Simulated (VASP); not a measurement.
# MoSe: single point with PBE

Crystal: MoSe.

```
Mo Se
1.0
     0.00000    2.70875    2.70875
     2.70875    0.00000    2.70875
     2.70875    2.70875    0.00000
Mo Se
1 1
Cartesian
  0.0000 0.0000 0.0000
  1.3544 1.3544 1.3544
```

| Property | Result |
| --- | --- |
| Program | VASP 6.6.1 |
| Task | single point |
| Functional | PBE |
| Potentials or basis | VASP PAW PBE potentials, release 64 (Mo_sv, Se) |
| Cutoff | 520 eV |
| k mesh | 6 × 6 × 6 |
| Occupations | gaussian, width 0.1 eV |
| Spin | collinear spin |
| Starting moments | [2.0, 0.0] μB |
| Dipole correction | no |
| Further INCAR settings | ALGO = Normal; EDIFF = 1e-07; NBANDS = 21 |

```yaml
Pressure: 18.7 GPa
Net_moment: 0.38 μB per cell
Site_moments: Mo +0.34; Se +0.00 μB
Valence_electrons_inside_the_program's_atomic_spheres: Mo 12.73; Se 4.11
```

Levels at points of the mesh, in eV from the Fermi level:
Spin up:
```csv
k point,band 8,band 9,band 10,band 11,band 12,band 13
"(0.00, 0.00, 0.00)",-5.41,-0.78,-0.78,1.63,4.97,4.97
"(0.50, 0.00, 0.00)",-4.95,-0.35,-0.35,-0.05,2.64,2.64
"(0.50, 0.50, 0.00)",-3.98,-1.87,0.16,0.18,0.78,0.78
```
Spin down:
```tsv
k point	band 8	band 9	band 10	band 11	band 12	band 13
(0.00, 0.00, 0.00)	-5.32	-0.50	-0.50	1.71	5.07	5.07
(0.50, 0.00, 0.00)	-4.86	-0.08	-0.08	0.13	2.76	2.76
(0.50, 0.50, 0.00)	-3.92	-1.73	0.39	0.49	0.96	0.96
```

It took 64 s on 1 thread of Intel Xeon 8259CL, with other jobs on the host, peak memory 0.18 GiB.

Caveat: the cell stands under pressure.
